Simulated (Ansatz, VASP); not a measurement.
**One calculation of Te2Mo, two programs**

```
Te Mo
1.0
     3.62533    0.00000    0.00000
     0.00000    6.77790    0.00000
     0.00000    0.00000   34.21845
Te Mo
4 2
Cartesian
  0.9063 3.3991 15.1210
  2.7190 6.7570 15.7355
  0.9063 5.7570 18.4830
  2.7190 2.3370 19.0974
  2.7190 4.0973 17.0197
  0.9063 1.6388 17.1987
```

Change from the starting cell: biaxial strain +0.070, atoms relaxed.

Alike in both runs: functional PBE; dispersion D3(BJ); k mesh 10 × 6 × 1; occupations gaussian, width 0.1 eV; no spin polarisation.

Ansatz relaxed the structure, and its values are those at the end. VASP's run is a single point on that final structure, the one shown.

```csv
,VASP,Ansatz
version,VASP 6.6.1,Ansatz 0.2.0
potentials or method,"VASP PAW PBE potentials, release 64 (Te, Mo_sv), cutoff 520 eV","scalar-relativistic, plane waves, PAW"
valence electrons in the cell,52,92
```

|  | VASP | Ansatz | Ansatz less VASP |
| --- | --- | --- | --- |
| gap on the k mesh at the Fermi level (eV) | none | none | - |
| rms of the force components (eV/Å) | 0.006 | 0.004 | -0.0022 |

A gap of «none» marks a metal or a gap that the smearing closes. VASP's potentials hold 52 valence electrons a cell and Ansatz's 92, so a difference there can come from the potentials and not from the codes. Ansatz's warnings: stress scf threshold loose.

Spin-orbit coupling is off throughout.
